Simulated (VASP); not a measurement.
K8Mg8F25 (a cell with a defect), 41 atoms in the cell. The cell holds a defect, 41 atoms: a = 7.983 Å, b = 7.983 Å, c = 7.983 Å, α = 90.00°, β = 90.00°, γ = 90.00°. 

```yaml
Program: VASP 6.6.1
Task: single point
Functional: PBEsol
Potentials_or_basis: VASP PAW PBE potentials, release 64 (K_sv, Mg, F)
Cutoff: 520 eV
k_mesh: 1 × 1 × 1, shifted
Occupations: fermi-dirac, width 0.05 eV
Spin: collinear spin
Dipole_correction: no
Further_INCAR_settings: LREAL = Auto; ALGO = Normal; EDIFF = 1e-06; NBANDS = 162; ISYM = -1
```

Potentials or basis: VASP PAW PBE potentials, release 64 (K_sv, Mg, F).

Launch:

```console
$ cat potpaw_PBE.64/K_sv/POTCAR potpaw_PBE.64/Mg/POTCAR potpaw_PBE.64/F/POTCAR > POTCAR
$ mpirun -np 1 vasp_std > vasp.out
```

Hardware: 1 thread of Intel(R) Xeon(R) Platinum 8259CL CPU @ 2.50GHz (Skylake/Cascade Lake) (shared host).

Estimate the wall time of this run.

Wall time 5.8 min on 1 thread of Intel(R) Xeon(R) Platinum 8259CL CPU @ 2.50GHz (Skylake/Cascade Lake), with other jobs on the host, peak memory 0.7 GiB. Counts: scf iterations 17, k points 1.
